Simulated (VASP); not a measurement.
Here is a VASP 6.6.1 calculation.

File POSCAR:

```
K
1.0
   -2.6699463634      2.6699463634      2.6699463634
    2.6699463634     -2.6699463634      2.6699463634
    2.6699463634      2.6699463634     -2.6699463634
K
1
Direct
    0.0000000000      0.0000000000      0.0000000000
```

File INCAR.step1:

```
SYSTEM = K
PREC = Accurate
ENCUT = 520
ISMEAR = -1
SIGMA = 0.1
LREAL = .FALSE.
LASPH = .TRUE.
NELM = 80
NBANDS = 10
GGA = PE
ALGO = Normal
EDIFF = 1E-4
LWAVE = .TRUE.
LCHARG = .FALSE.
```

INCAR.step2

```
SYSTEM = K
PREC = Accurate
ENCUT = 520
EDIFF = 1E-6
ISMEAR = -1
SIGMA = 0.1
LREAL = .FALSE.
LASPH = .TRUE.
NELM = 80
ALGO = Normal
ISIF = 2
LWAVE = .FALSE.
LCHARG = .TRUE.
METAGGA = R2SCAN
LMIXTAU = .TRUE.
LELF = .TRUE.
LVHAR = .TRUE.
NBANDS = 10
ISTART = 1
```

File KPOINTS:

```
regular mesh
0
G
  3 3 3
  0 0 0
```

Potentials or basis: VASP PAW PBE potentials, release 64 (K_sv).

Run with:

```sh
$ cat potpaw_PBE.64/K_sv/POTCAR > POTCAR
$ cp INCAR.step1 INCAR
$ mpirun -np 1 vasp_std > vasp.out
$ cp INCAR.step2 INCAR
$ mpirun -np 1 vasp_std > vasp.out
```

(1) Estimate the pressure.

## Answers

(1) -0.1 GPa.

Caveat: the k points lie up to 0.55 Å⁻¹ apart; the PAW data sets were made with another functional, which shifts forces and pressure a little.
